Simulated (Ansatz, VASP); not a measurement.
# AlZn3 in VASP and in Ansatz

```
Al Zn
1.0
     5.04026    0.00000    0.00000
     0.00000    5.04026    0.00000
     0.00000    0.00000    5.04026
Al Zn
2 6
Direct
  0.00000 0.00000 0.00000
  0.50000 0.50000 0.50000
  0.25000 0.00000 0.50000
  0.50000 0.75000 0.00000
  0.75000 0.00000 0.50000
  0.50000 0.25000 0.00000
  0.00000 0.50000 0.75000
  0.00000 0.50000 0.25000
```

Change from the starting cell: relaxed end of: species swapped into the Cr3Ga type (Pm-3n, No. 223).

Alike in both runs: functional PBE; k mesh 8 × 8 × 8; occupations gaussian, width 0.1 eV; no spin polarisation.

Ansatz relaxed the structure, and its values are those at the end. VASP's run is a single point on that final structure, the one shown.

|  | VASP | Ansatz |
| --- | --- | --- |
| version | VASP 6.6.1 | Ansatz 0.2.0 |
| potentials or method | VASP PAW PBE potentials, release 64 (Al, Zn), cutoff 520 eV | scalar-relativistic, plane waves, PAW |
| valence electrons in the cell | 78 | 78 |

|  | VASP | Ansatz | Ansatz less VASP |
| --- | --- | --- | --- |
| gap on the k mesh at the Fermi level (eV) | none | none | - |
| pressure (GPa) | 0.3 | 0.0 | -0.31 |

A gap of «none» marks a metal or a gap that the smearing closes. With one functional, cell and mesh, what is left measures potentials, basis and numerics.
